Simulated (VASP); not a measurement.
A run of VASP 6.6.1 is set up as follows.

File INCAR:

```
PREC = Accurate ; ENCUT = 500
EDIFF = 1E-7 ; ISMEAR = 0
SIGMA = 0.01 ; LREAL = F
LASPH = T ; NELM = 120
ALGO = Normal ; ISIF = 3
LWAVE = F ; LCHARG = F
GGA = PS ; IBRION = 2
NSW = 100 ; EDIFFG = -0.002
PSTRESS = 40.0 ; GGA_COMPAT = F
NELMIN = 4
```

Contents of KPOINTS:

```
regular mesh
0
Gamma
  6 6 6
```

The input POSCAR:

```
TlBr
1.0
    3.9145171579      0.0000000000      0.0000000000
    0.0000000000      3.9145171579      0.0000000000
    0.0000000000      0.0000000000      3.9145171579
Tl Br
1 1
Direct
    0.0000000000      0.0000000000      0.0000000000
    0.5000000000      0.5000000000      0.5000000000
```

Potentials or basis: VASP PAW PBE potentials, release 64 (Tl_d, Br).

Run with:

```sh
$ cat potpaw_PBE.64/Tl_d/POTCAR potpaw_PBE.64/Br/POTCAR > POTCAR
$ mpirun -np 1 vasp_std > vasp.out
```

Q: Predict the space group after relaxing (to 0.05 Å).

A: Pm-3m (No. 221).

Q: Predict the relaxed cell.

A: a = 3.773 Å, b = 3.773 Å, c = 3.773 Å, α = 90.00°, β = 90.00°, γ = 90.00°.

Q: Predict the relaxed volume.

A: 26.85 Å³/atom.

Q: Predict the band gap on the k mesh.

A: 1.22 eV, indirect (least direct gap 1.24 eV).

Step by step:
| step | energy change (eV) | largest force (eV/Å) | pressure (GPa) | volume (Å³) |
| --- | --- | --- | --- | --- |
| 1 | 0.0000 | 0.0000 | -0.01 | 59.98 |
| 2 | 0.0695 | 0.0000 | 4.00 | 53.70 |

Caveat: the cell is relaxed towards a set pressure, so the enthalpy falls and the energy may rise; the PAW data sets were made with another functional, which shifts forces and pressure a little; spin-orbit coupling is left out, which moves the levels of the heavy elements. Expect the measured gap to be larger: semilocal functionals such as PBEsol lack the derivative discontinuity.
